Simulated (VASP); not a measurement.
Set up this calculation in VASP 6.6.1, as the native input.

```
Task                   : single point
Functional             : PBEsol
Potentials or basis    : VASP PAW PBE potentials, release 64 (N, B)
Cutoff                 : 520 eV
k mesh                 : 13 × 13 × 13
Occupations            : fermi-dirac, width 0.05 eV
Spin                   : no spin polarisation
Dipole correction      : no
Further INCAR settings : ALGO = Normal; EDIFF = 1e-06; NBANDS = 11
```

The structure of BN lies in POSCAR:

```
BN
1.0
    0.0000000000      1.8250079791      1.8250079791
    1.8250079791      0.0000000000      1.8250079791
    1.8250079791      1.8250079791      0.0000000000
N B
1 1
Direct
    0.2500000000      0.2500000000      0.2500000000
    0.0000000000      0.0000000000      0.0000000000
```

This cell differs from its parent crystal: volume scaled by 1.02.

These files were run (other wordings do the same):

INCAR

```
  PREC = Accurate
  ENCUT = 520
  EDIFF = 1E-6
  ISMEAR = -1
  SIGMA = 0.05
  LREAL = False
  LASPH = True
  NELM = 100
  ALGO = Normal
  ISIF = 2
  LWAVE = False
  LCHARG = True
  GGA = PS
  LELF = True
  LVHAR = True
  NBANDS = 11
```

KPOINTS

```
regular mesh
0
Gamma
  13 13 13
```

Potentials or basis: VASP PAW PBE potentials, release 64 (N, B).

The run is started by

```console
$ cat potpaw_PBE.64/N/POTCAR potpaw_PBE.64/B/POTCAR > POTCAR
$ mpirun -np 1 vasp_std > vasp.out
```

It gave:

* Pressure: -12.7 GPa
* Band gap on the k mesh: 4.32 eV, indirect (least direct gap 8.63 eV)

Caveat: the PAW data sets were made with another functional, which shifts forces and pressure a little.

Run time: 5.9 s on 1 thread of AMD EPYC 9R45 96-Core Processor (Zen 5) (shared host), peak memory 0.09 GiB.
